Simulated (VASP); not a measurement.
Set up this calculation in VASP 6.6.1, as the native input.

| Property | Result |
| --- | --- |
| Task | single point |
| Functional | PBE |
| Potentials or basis | VASP PAW PBE potentials, release 64 (Zn, B) |
| Cutoff | 500 eV |
| k mesh | 4 × 4 × 4 |
| Occupations | gaussian, width 0.1 eV |
| Spin | no spin polarisation |
| Dipole correction | no |
| Further INCAR settings | ALGO = Normal; EDIFF = 1e-06; NBANDS = 24 |

The structure of ZnB6 lies in POSCAR:

```
ZnB6
1.0
    4.1966150513      0.0000000000      0.0000000000
    0.0000000000      4.1966150513      0.0000000000
    0.0000000000      0.0000000000      4.2210818905
Zn B
1 6
Direct
    0.5000000000      0.5000000000      0.6444617886
    0.7056786013      0.0000000000      0.5578103913
    0.2943213987      0.0000000000      0.5578103913
    0.0000000000      0.7056786013      0.5578103913
    0.0000000000      0.2943213987      0.5578103913
    0.0000000000      0.0000000000      0.8650257505
    0.0000000000      0.0000000000      0.2592261390
```

One way to write it, as run:

INCAR

```
ALGO     = Normal         # electronic algorithm
EDIFF    = 1E-6           # SCF threshold, eV
ENCUT    = 500            # plane-wave cutoff, eV
GGA      = PE             # functional
GGA_COMPAT= False        
ISIF     = 2              # what is computed and relaxed
ISMEAR   = 0              # smearing method
LASPH    = True           # aspherical terms in the spheres
LCHARG   = False          # write CHGCAR
LREAL    = False          # projectors in reciprocal space
LWAVE    = False          # write WAVECAR
NBANDS   = 24             # bands
NELM     = 120            # most SCF steps
PREC     = Accurate       # precision mode
SIGMA    = 0.1            # smearing width, eV
```

KPOINTS

```
k-points
0
Gamma
  4 4 4
```

Potentials or basis: VASP PAW PBE potentials, release 64 (Zn, B).

Run with:

```sh
$ cat potpaw_PBE.64/Zn/POTCAR potpaw_PBE.64/B/POTCAR > POTCAR
$ mpirun -np 1 vasp_std > vasp.out
```

Results of the run:

```
Pressure               : 0.6 GPa
Largest force          : 0.074 eV/Å
Band gap on the k mesh : zero (bands 15 and 16 overlap by 0.14 eV)
```

Caveat: the k points lie up to 0.37 Å⁻¹ apart.

Wall time 35 s on 1 thread of Intel(R) Xeon(R) Platinum 8488C (Sapphire Rapids), with other jobs on the host, peak memory 0.18 GiB.
